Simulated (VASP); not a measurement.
Input of a VASP 6.6.1 run:

Contents of POSCAR:

```
As
1.0
    1.8807950000      1.0858774995      3.5140633333
   -1.8807950000      1.0858774995      3.5140633333
    0.0000000000     -2.1717549991      3.5140633333
As
2
Direct
    0.7739966667      0.7739966667      0.7739966667
    0.2260033333      0.2260033333      0.2260033333
```

Contents of INCAR.step1:

```
  PREC = Accurate
  ENCUT = 550
  ISMEAR = 0
  SIGMA = 0.05
  LREAL = F
  LASPH = T
  NELM = 120
  GGA = PE
  ALGO = Normal
  EDIFF = 1E-5
  LWAVE = T
  LCHARG = F
  GGA_COMPAT = F
  IBRION = 2
  ISIF = 3
  EDIFFG = -0.005
  NELMIN = 4
  NSW = 100
```

File INCAR.step2:

```
  PREC = Accurate
  ENCUT = 550
  EDIFF = 1E-7
  ISMEAR = 0
  SIGMA = 0.05
  LREAL = F
  LASPH = T
  NELM = 120
  ALGO = Normal
  ISIF = 3
  LWAVE = F
  LCHARG = F
  METAGGA = R2SCAN
  LMIXTAU = T
  IBRION = 2
  NSW = 80
  EDIFFG = -0.03
  ISTART = 1
  GGA_COMPAT = F
  NELMIN = 4
```

KPOINTS

```
Automatic mesh
0
Gamma
  8 8 8
```

Potentials or basis: VASP PAW PBE potentials, release 64 (As).

Run with:

```sh
$ cat potpaw_PBE.64/As/POTCAR > POTCAR
$ cp INCAR.step1 INCAR
$ mpirun -np 1 vasp_std > vasp.out
$ cp INCAR.step2 INCAR
$ mpirun -np 1 vasp_std > vasp.out
```

Task: What does it give for the relaxed volume?

Result: 22.66 Å³/atom.

Task: What does it give for the band gap on the k mesh?

Result: Zero (bands 5 and 6 overlap by 0.43 eV).

Task: Predict the relaxed cell.

Result: a = 4.293 Å, b = 4.293 Å, c = 4.293 Å, α = 51.93°, β = 51.93°, γ = 51.93°.

Stress tensor (GPa, compression positive):
```
-0.13  0.00  0.00
 0.00 -0.13  0.00
 0.00  0.00 -0.04
```

Caveat: the PAW data sets were made with another functional, which shifts forces and pressure a little. Zero-point motion and thermal expansion aren't in these numbers.
